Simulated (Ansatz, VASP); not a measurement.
# Two plane-wave programs on Ag2HCl2

```
CELL_PARAMETERS angstrom
3.89662 0.00000 0.00000
0.00000 3.89662 0.00000
0.00000 0.00000 20.14787
ATOMIC_POSITIONS crystal
Ag 0.00000 0.00000 0.19853
Ag 0.50000 0.50000 0.33376
Cl 0.50000 0.50000 0.19853
Cl 0.00000 0.00000 0.33988
H 0.12500 0.50000 0.46396
```

Alike in both runs: task single point; functional PBE; dispersion D3(BJ); k mesh 7 × 7 × 1; occupations gaussian, width 0.05 eV; collinear spin.

```csv
,VASP,Ansatz
version,VASP 6.6.1,Ansatz 0.2.0
potentials or method,"VASP PAW PBE potentials, release 64 (Ag, Cl, H), cutoff 520 eV","scalar-relativistic, plane waves, PAW"
valence electrons in the cell,37,53
```

Ansatz gave:

| Property | Result |
| --- | --- |
| gap on the k mesh at the Fermi level (eV) | 0.93 |
| least direct gap on the mesh (eV) | 2.36 |
| rms of the force components (eV/Å) | 0.101 |
| net moment per atom (μB) | 0.20 |
| size of the moment on the site where the two differ most (μB) | 0.85 |

Problem. What did VASP give for the same quantities?

Solution. gap on the k mesh at the Fermi level (eV): 0.93; least direct gap on the mesh (eV): 2.35; rms of the force components (eV/Å): 0.101; net moment per atom (μB): 0.20; size of the moment on the site where the two differ most (μB): 0.37.

Site moments also hang on the region over which each program counts them. VASP's potentials hold 37 valence electrons a cell and Ansatz's 53, so a difference there can come from the potentials and not from the codes.
